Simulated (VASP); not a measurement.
# TaBi (F-43m) in VASP: settings compared

TaBi is run at these levels: PBE, r2SCAN; tasks: single point.

Everything below comes from runs of VASP 6.6.1. Logs are shortened: lines on timing, memory, paths and dates and some standing lists are left out, and cuts for length are marked.

## Step 1: The cell of the first run

The structure is cubic, space group F-43m (No. 216). Conventional cell: a = 6.670 Å, b = 6.670 Å, c = 6.670 Å, α = 90.00°, β = 90.00°, γ = 90.00°. Within 3.8 Å of Ta (site symmetry -43m) lie 4 Bi at 2.89 Å. Within 3.8 Å of Bi (site symmetry -43m) lie 4 Ta at 2.89 Å.

## Step 2: Single point, PBE (37.08 Å³/atom)

Contents of INCAR:

```
SYSTEM = TaBi
PREC = Accurate
ENCUT = 520
EDIFF = 1E-6
ISMEAR = 0
SIGMA = 0.05
LREAL = .False.
LASPH = .True.
NELM = 60
ALGO = Fast
ISIF = 2
LWAVE = .False.
LCHARG = .False.
GGA = PE
NBANDS = 20
```

Contents of KPOINTS:

```
regular mesh
0
Gamma
  10 10 10
  0 0 0
```

Contents of POSCAR:

```
TaBi
1.0
    0.0000000000      3.3347628194      3.3347628194
    3.3347628194      0.0000000000      3.3347628194
    3.3347628194      3.3347628194      0.0000000000
Ta Bi
1 1
Direct
    0.0000000000      0.0000000000      0.0000000000
    0.2500000000      0.2500000000      0.2500000000
```

Potentials or basis: VASP PAW PBE potentials, release 64 (Ta_pv, Bi_d).

Launch:

```bash
cat potpaw_PBE.64/Ta_pv/POTCAR potpaw_PBE.64/Bi_d/POTCAR > POTCAR
mpirun -np 1 vasp_std > vasp.out
```

OUTCAR:

```text
SYSTEM = TaBi
   PREC = Accurate
   ENCUT = 520
   EDIFF = 1E-6
   ISMEAR = 0
   LREAL = .False.
   LASPH = .True.
   NELM = 60
   ISIF = 2
   GGA = PE

 ion  position               nearest neighbor table
   1  0.000  0.000  0.000-   2 2.89   2 2.89   2 2.89   2 2.89
   2  0.250  0.250  0.250-   1 2.89   1 2.89   1 2.89   1 2.89

  LATTYP: Found a face centered cubic cell.
 ALAT       =     6.6695256388

  Lattice vectors:

 A1 = (   0.0000000000,   3.3347628194,   3.3347628194)
 A2 = (   3.3347628194,   0.0000000000,   3.3347628194)
 A3 = (   3.3347628194,   3.3347628194,   0.0000000000)

Analysis of symmetry for initial positions (statically):
=====================================================================
 Subroutine PRICEL returns:
 Original cell was already a primitive cell.

 Routine SETGRP: Setting up the symmetry group for a
 face centered cubic supercell.

 Subroutine GETGRP returns: Found 24 space group operations
 (whereof 24 operations were pure point group operations)
 out of a pool of 48 trial point group operations.

The static configuration has the point symmetry T_d .

Analysis of symmetry for dynamics (positions and initial velocities):
=====================================================================
 Subroutine PRICEL returns:
 Original cell was already a primitive cell.

 Routine SETGRP: Setting up the symmetry group for a
 face centered cubic supercell.

 Subroutine GETGRP returns: Found 24 space group operations
 (whereof 24 operations were pure point group operations)
 out of a pool of 48 trial point group operations.

The dynamic configuration has the point symmetry T_d .

 Subroutine INISYM returns: Found 24 space group operations
 (whereof 24 operations are pure point group operations),
 and found     1 'primitive' translations

----------------------------------------------------------------------------------------

                                     Primitive cell

  volume of cell :      74.1694

  direct lattice vectors                    reciprocal lattice vectors
     0.000000000  3.334762819  3.334762819    -0.149935701  0.149935701  0.149935701
     3.334762819  0.000000000  3.334762819     0.149935701 -0.149935701  0.149935701
     3.334762819  3.334762819  0.000000000     0.149935701  0.149935701 -0.149935701

  length of vectors
     4.716066806  4.716066806  4.716066806     0.259696251  0.259696251  0.259696251

  position of ions in fractional coordinates (direct lattice)
     0.000000000  0.000000000  0.000000000
     0.250000000  0.250000000  0.250000000

  ion indices of the primitive-cell ions
   primitive index   ion index
                 1           1
                 2           2

----------------------------------------------------------------------------------------

 KPOINTS: regular mesh

Automatic generation of k-mesh.
 Grid dimensions read from file:
 generate k-points for:   10   10   10

 Generating k-lattice:

  Cartesian coordinates                     Fractional coordinates (reciprocal lattice)
    -0.014993570  0.014993570  0.014993570     0.100000000  0.000000000  0.000000000
     0.014993570 -0.014993570  0.014993570     0.000000000  0.100000000  0.000000000
     0.014993570  0.014993570 -0.014993570     0.000000000  0.000000000  0.100000000

  Length of vectors
     0.025969625  0.025969625  0.025969625

  Shift w.r.t. Gamma in fractional coordinates (k-lattice)
     0.000000000  0.000000000  0.000000000

 Subroutine IBZKPT returns following result:
 ===========================================

 Found     47 irreducible k-points:

 Following reciprocal coordinates:
            Coordinates               Weight
  0.000000  0.000000  0.000000      1.000000
  0.100000  0.000000  0.000000      8.000000
  0.200000  0.000000  0.000000      8.000000
  0.300000  0.000000  0.000000      8.000000
  0.400000  0.000000  0.000000      8.000000
  0.500000  0.000000  0.000000      4.000000
[... 16 lines left out ...]
  0.300000  0.300000  0.000000      6.000000
  0.400000  0.300000  0.000000     24.000000
 [... further k-points ...]
   k-points           NKPTS =     47   k-points in BZ     NKDIM =     47   number of bands    NBANDS=     20
   number of dos      NEDOS =    301   number of ions     NIONS =      2
   total plane-waves  NPLWV =  46656
   dimension x,y,z NGX =    36 NGY =   36 NGZ =   36
   dimension x,y,z NGXF=    72 NGYF=   72 NGZF=   72
   ions per type =               1   1
   NGX,Y,Z   is equivalent  to a cutoff of  12.69, 12.69, 12.69 a.u.
   NGXF,Y,Z  is equivalent  to a cutoff of  25.38, 25.38, 25.38 a.u.
 SYSTEM =  TaBi
   PREC   = accura    normal or accurate (medium, high low for compatibility)
   ISTART =      0    job   : 0-new  1-cont  2-samecut
   ICHARG =      2    charge: 1-file 2-atom 10-const
   ISPIN  =      1    spin polarized calculation?
   LNONCOLLINEAR =      F non collinear calculations
   LSORBIT =      F    spin-orbit coupling
   LASPH  =      T    aspherical Exc in radial PAW
   ENCUT  =  520.0 eV  38.22 Ry    6.18 a.u.   8.77  8.77  8.77*2*pi/ulx,y,z
   NELM   =     60;   NELMIN=  2; NELMDL= -5     # of ELM steps
   EDIFF  = 0.1E-05   stopping-criterion for ELM
   LREAL  =      F    real-space projection
   EDIFFG = 0.1E-04   stopping-criterion for IOM
   NSW    =      0    number of steps for IOM
   IBRION =     -1    ionic relax: 0-MD 1-quasi-New 2-CG
   NFREE  =      0    steps in history (QN), initial steepest desc. (CG)
   ISIF   =      2    stress and relaxation
   ISYM   =      2    0-nonsym 1-usesym 2-fastsym
   POTIM  = 0.5000    time-step for ionic-motion
   TEBEG  =    0.0;   TEEND  =   0.0 temperature during run
   PSTRESS=    0.0 pullay stress
   NELECT =      26.0000    total number of electrons
   NUPDOWN=      -1.0000    fix difference up-down
   EMIN   =  10.00;   EMAX   =-10.00  energy-range for DOS
   EFERMI =   0.00;   METHOD = LEGACY
   ISMEAR =     0;   SIGMA  =   0.05  broadening in eV -4-tet -1-fermi 0-gaus
   EFERMI_NEDOS =   21; number of points for ismear=-14 and -15
   IALGO  =     68    algorithm
   IMIX   =      4    mixing-type and parameters
     AMIX     =   0.40;   BMIX     =  1.00
     AMIX_MAG =   1.60;   BMIX_MAG =  1.00
  volume/ion in A,a.u.               =      37.08       250.26
  Fermi-wavevector in a.u.,A,eV,Ry     =   1.154315  2.181339 18.128989  1.332443
  Thomas-Fermi vector in A             =   2.290952
   LORBIT       =      0    0 simple, 1 ext, 2 COOP (PROOUT), +10 PAW based schemes
   GGA     = PE    functional components
   LHFCALC =     F    Hartree Fock is set to
   AEXX    =    0.0000 exact exchange contribution
   IVDW    =     0    specifies the selected vdW correction
   LEPSILON=     F    determine dielectric tensor
   LRPA    =     F    only Hartree local field effects (RPA)
 non-spin polarized calculation
 RMM-DIIS sequential band-by-band and
 Gauss-broadening in eV      SIGMA  =   0.05
  energy-cutoff  :      520.00
  volume of cell :       74.17
 maximum number of plane-waves:      2012
   NGX = 17   NGY = 17   NGZ = 17

 number of electron      26.0000007 magnetization

 Free energy of the ion-electron system (eV)
  ---------------------------------------------------
  ext. energy  EPLUGINS =         0.00000000
  ---------------------------------------------------
  free energy    TOTEN  =       -12.33601755 eV

  energy without entropy =      -12.32937176  energy(sigma->0) =      -12.33269466

 E-fermi :   3.6257     XC(G=0):  -8.9906

 val. band max:        3.6115736645   @ k =   0.5000   0.1000   0.0000
 cond. band min:       3.6315207665   @ k =  -0.4000   0.4000   0.2000
 fundamental gap:      0.0199471019
 Fermi energy:         3.6257087992

 k-point     1 :       0.0000    0.0000    0.0000
  band No.  band energies     occupation
      1     -31.8917      2.00000
      2     -31.8917      2.00000
      3     -31.8917      2.00000
      4     -18.8224      2.00000
      5     -18.8224      2.00000
      6     -18.8224      2.00000
[... 12 lines left out ...]
     19       9.1499      0.00000
     20       9.1499      0.00000

 k-point     2 :       0.1000    0.0000    0.0000
  band No.  band energies     occupation
      1     -31.8921      2.00000
      2     -31.8918      2.00000
      3     -31.8918      2.00000
      4     -18.8237      2.00000
      5     -18.8226      2.00000
      6     -18.8226      2.00000
[... 12 lines left out ...]
     19       9.2439      0.00000
     20       9.4329      0.00000

 k-point     3 :       0.2000    0.0000    0.0000
  band No.  band energies     occupation
      1     -31.8931      2.00000
      2     -31.8918      2.00000
      3     -31.8918      2.00000
      4     -18.8269      2.00000
      5     -18.8230      2.00000
      6     -18.8230      2.00000
[... 12 lines left out ...]
     19       9.4026      0.00000
     20       9.9554      0.00000

 k-point     4 :       0.3000    0.0000    0.0000
  band No.  band energies     occupation
      1     -31.8943      2.00000
      2     -31.8919      2.00000
      3     -31.8919      2.00000
      4     -18.8309      2.00000
      5     -18.8234      2.00000
      6     -18.8234      2.00000
[... 12 lines left out ...]
     19       9.8515      0.00000
     20      10.4511      0.00000

 k-point     5 :       0.4000    0.0000    0.0000
  band No.  band energies     occupation
      1     -31.8952      2.00000
      2     -31.8920      2.00000
      3     -31.8920      2.00000
      4     -18.8341      2.00000
      5     -18.8236      2.00000
      6     -18.8236      2.00000
[... 12 lines left out ...]
     19      10.4115      0.00000
     20      10.7714      0.00000
[... 353 lines left out ...]
      6     -18.8241      2.00000
[... 12 lines left out ...]
     19       9.4485      0.00000
     20      10.9693      0.00000

 k-point    22 :      -0.2000    0.2000    0.0000
  band No.  band energies     occupation
      1     -31.8941      2.00000
      2     -31.8926      2.00000
      3     -31.8919      2.00000
      4     -18.8306      2.00000
      5     -18.8249      2.00000
      6     -18.8239      2.00000
[... 12 lines left out ...]
     19       9.2432      0.00000
     20      10.4977      0.00000

 k-point    23 :       0.3000    0.3000    0.0000
  band No.  band energies     occupation
      1     -31.8946      2.00000
      2     -31.8922      2.00000
      3     -31.8922      2.00000
      4     -18.8341      2.00000
      5     -18.8234      2.00000
      6     -18.8234      2.00000
[... 12 lines left out ...]
     19       8.7805      0.00000
     20      11.8750      0.00000

 k-point    24 :       0.4000    0.3000    0.0000
  band No.  band energies     occupation
      1     -31.8952      2.00000
      2     -31.8924      2.00000
      3     -31.8923      2.00000
      4     -18.8360      2.00000
      5     -18.8242      2.00000
      6     -18.8236      2.00000
[... 12 lines left out ...]
     19       8.9332      0.00000
     20      11.4212      0.00000

 [... further k-points ...]

------------------------ aborting loop because EDIFF is reached ----------------------------------------

  FORCE on cell =-STRESS in cart. coord.  units (eV):
  Direction    XX          YY          ZZ          XY          YZ          ZX
  --------------------------------------------------------------------------------------
  -------------------------------------------------------------------------------------
  Total       -2.2766637     -2.2766637     -2.2766637      0.0000000     -0.0000000      0.0000000
  in kB      -49.1795574    -49.1795574    -49.1795574      0.0000000     -0.0000000      0.0000000
  external PRESSURE =     -49.1795574 kB  Pullay stress =       0.0000000 kB

 VOLUME and BASIS-vectors are now :
 -----------------------------------------------------------------------------
  energy-cutoff  :      520.00
  volume of cell :       74.17
      direct lattice vectors                 reciprocal lattice vectors
     0.000000000  3.334762819  3.334762819    -0.149935701  0.149935701  0.149935701
     3.334762819  0.000000000  3.334762819     0.149935701 -0.149935701  0.149935701
     3.334762819  3.334762819  0.000000000     0.149935701  0.149935701 -0.149935701

 POSITION                                       TOTAL-FORCE (eV/Angst)
 -----------------------------------------------------------------------------------
      0.00000      0.00000      0.00000         0.000000      0.000000      0.000000
      1.66738      1.66738      1.66738        -0.000000     -0.000000     -0.000000
 -----------------------------------------------------------------------------------
    total drift:                                0.000000      0.000000      0.000000

  FREE ENERGIE OF THE ION-ELECTRON SYSTEM (eV)
  ---------------------------------------------------
  free  energy   TOTEN  =       -12.3360175523 eV

  energy  without entropy=      -12.3293717577  energy(sigma->0) =      -12.33269466
```

It took 100 s on 1 thread of Intel Xeon 8259CL, shared host; peak memory 0.25 GiB.

Results:

```yaml
Free_energy: -12.3360 eV
Pressure: -4.9 GPa
Band_gap_on_the_k_mesh: zero (bands 13 and 14 overlap by 0.34 eV)
```

Caveat: the cell stands under tension; spin-orbit coupling is left out, which moves the levels of the heavy elements.

## Step 3: Single point, r2SCAN

This run uses another cell than the first one, of 33.71 Å³/atom.

Contents of POSCAR:

```
TaBi
1.0
    0.0000000000      3.2304824722      3.2304824722
    3.2304824722      0.0000000000      3.2304824722
    3.2304824722      3.2304824722      0.0000000000
Ta Bi
1 1
Direct
    0.0000000000      0.0000000000      0.0000000000
    0.2500000000      0.2500000000      0.2500000000
```

Contents of INCAR.step1:

```
PREC = Accurate
ENCUT = 520
ISMEAR = 0
SIGMA = 0.05
LREAL = F
LASPH = T
NELM = 60
NBANDS = 20
GGA = PE
ALGO = Normal
EDIFF = 1E-4
LWAVE = T
LCHARG = F
```

Contents of INCAR.step2:

```
PREC = Accurate
ENCUT = 520
EDIFF = 1E-7
ISMEAR = 0
SIGMA = 0.05
LREAL = F
LASPH = T
NELM = 60
ALGO = Normal
ISIF = 2
LWAVE = F
LCHARG = F
METAGGA = R2SCAN
LMIXTAU = T
NBANDS = 20
ISTART = 1
```

Contents of KPOINTS:

```
regular mesh
0
Gamma
  10 10 10
```

Potentials or basis: VASP PAW PBE potentials, release 64 (Ta_pv, Bi_d).

Launch:

```bash
cat potpaw_PBE.64/Ta_pv/POTCAR potpaw_PBE.64/Bi_d/POTCAR > POTCAR
cp INCAR.step1 INCAR
mpirun -np 1 vasp_std > vasp.out
cp INCAR.step2 INCAR
mpirun -np 1 vasp_std > vasp.out
```

Run time: 5.9 min. Hardware: 1 thread of Intel Xeon 8259CL, shared host; peak memory 0.26 GiB.

Results (log left out):

```
Free energy            : -103.8348 eV
Pressure               : -1.5 GPa
Band gap on the k mesh : zero (bands 13 and 14 overlap by 0.24 eV)
```

Levels at points of the mesh, in eV from the Fermi level:
```
           k point  band 9  band 10  band 11  band 12  band 13  band 14  band 15  band 16  band 17  band 18
(0.00, 0.00, 0.00)  -12.45    -3.03    -3.03    -3.03     0.11     0.11     1.32     5.30     5.30     5.30
(0.50, 0.00, 0.00)  -11.67    -4.62    -2.71    -2.71     0.06     0.27     0.27     2.68     2.68     3.34
(0.50, 0.50, 0.00)  -11.39    -4.89    -2.16    -2.16    -0.88    -0.06     0.43     0.91     0.91     5.28
```

Caveat: the PAW data sets were made with another functional, which shifts forces and pressure a little; spin-orbit coupling is left out, which moves the levels of the heavy elements.

## Step 4: Single point, PBE

This run uses another cell than the first one, of 33.71 Å³/atom.

Contents of INCAR:

```
SYSTEM = TaBi
PREC = Accurate ; ENCUT = 520
EDIFF = 1E-7 ; ISMEAR = 0
SIGMA = 0.05 ; LREAL = .False.
LASPH = .True. ; NELM = 100
ALGO = Normal ; ISIF = 2
LWAVE = .False. ; LCHARG = .True.
GGA = PE ; LELF = .True.
LVHAR = .True. ; ISYM = 0
NBANDS = 20
```

Contents of KPOINTS:

```
Automatic mesh
0
Gamma
  10 10 10
  0.5 0.5 0.5
```

POSCAR is that of step 3.

Launch:

```bash
cat potpaw_PBE.64/Ta_pv/POTCAR potpaw_PBE.64/Bi_d/POTCAR > POTCAR
mpirun -np 1 vasp_std > vasp.out
```

It took 21 min on 1 thread of Intel Xeon Platinum 8488C (Sapphire Rapids), shared host; peak memory 2.4 GiB.

It converged, with:

| Item | Value |
| --- | --- |
| Free energy | -12.4488 eV |
| Pressure | -0.1 GPa |
| Band gap on the k mesh | zero (bands 13 and 14 overlap by 0.25 eV) |

Levels at points of the mesh, in eV from the Fermi level:
```
           k point  band 9  band 10  band 11  band 12  band 13  band 14  band 15  band 16  band 17  band 18
(0.05, 0.05, 0.05)  -11.81    -2.76    -2.68    -2.68     0.07     0.07     1.11     4.83     5.07     5.07
```

Caveat: spin-orbit coupling is left out, which moves the levels of the heavy elements.

## Step 5: Summary

| level | cell | k mesh | gap on the mesh (eV) | pressure (GPa) |
| --- | --- | --- | --- | --- |
| PBE | a = 4.716 Å, angles 60.0°, 2 atoms | 10 × 10 × 10 | none | -4.9 |
| r2SCAN | a = 4.569 Å, angles 60.0°, 2 atoms | 10 × 10 × 10 | none | -1.5 |
| PBE | a = 4.569 Å, angles 60.0°, 2 atoms | 10 × 10 × 10, shifted | none | -0.1 |

Alike in all rows: task single point; potentials or basis VASP PAW PBE potentials, release 64 (Ta_pv, Bi_d); no spin polarisation; cutoff (eV) 520; smearing gaussian 0.05 eV.

Caveats: spin-orbit coupling is left out, which moves the levels of the heavy elements; the cell stands under tension (at least some runs); the PAW data sets were made with another functional, which shifts forces and pressure a little (at least some runs).

Total energies depend on the potentials used, so only differences within one code and one set of settings carry meaning.
